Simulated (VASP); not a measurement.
Ru, 3 atoms in the cell. The structure is trigonal, space group P3_121 (No. 152). Conventional cell: a = 3.482 Å, b = 3.482 Å, c = 3.950 Å, α = 90.00°, β = 90.00°, γ = 120.00°. Within 2.5 Å of Ru (site symmetry 2) lie 2 Ru at 1.89 Å. 

```yaml
Program: VASP 6.6.1
Task: single point
Functional: r2SCAN
Potentials_or_basis: VASP PAW PBE potentials, release 64 (Ru_pv)
Cutoff: 520 eV
k_mesh: 6 × 6 × 4
Occupations: gaussian, width 0.1 eV
Spin: no spin polarisation
Dipole_correction: no
Further_INCAR_settings: ALGO = Normal; EDIFF = 1e-06; NBANDS = 28
```

Potentials or basis: VASP PAW PBE potentials, release 64 (Ru_pv).

The run is started by

```console
$ cat potpaw_PBE.64/Ru_pv/POTCAR > POTCAR
$ cp INCAR.step1 INCAR
$ mpirun -np 1 vasp_std > vasp.out
$ cp INCAR.step2 INCAR
$ mpirun -np 1 vasp_std > vasp.out
```

Hardware: 1 thread of Intel(R) Xeon(R) Platinum 8259CL CPU @ 2.50GHz (Skylake/Cascade Lake), on a shared host.

Problem. Estimate the wall time of this run.

Solution. Wall time 89 s on 1 thread of Intel(R) Xeon(R) Platinum 8259CL CPU @ 2.50GHz (Skylake/Cascade Lake), on a shared host, peak memory 0.17 GiB. Counts: k points 24.
